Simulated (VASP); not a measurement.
Here is a VASP 6.6.1 calculation.

INCAR

```
ALGO = Normal
EDIFF = 1E-6
ENCUT = 520
GGA = PE
ISIF = 2
ISMEAR = -1
LASPH = T
LCHARG = F
LREAL = F
LWAVE = F
NBANDS = 13
NELM = 60
PREC = Accurate
SIGMA = 0.08
```

KPOINTS

```
k-points
0
Gamma
  16 16 16
```

Contents of POSCAR:

```
Mo
1.0
    2.3655063155      0.0000000000      0.0000000000
    0.0000000000      2.3655063155      0.0000000000
    0.0000000000      0.0000000000      2.3655063155
Mo
1
Direct
    0.0000000000      0.0000000000      0.0000000000
```

Potentials or basis: VASP PAW PBE potentials, release 64 (Mo_sv).

Run with:

```console
$ cat potpaw_PBE.64/Mo_sv/POTCAR > POTCAR
$ mpirun -np 1 vasp_std > vasp.out
```

Problem. Estimate the band gap on the k mesh.

Solution. Zero (band 7 reaches 17.23 eV, above the bottom of band 8 at 14.26 eV).

Problem. Estimate the pressure.

Solution. 98.5 GPa.
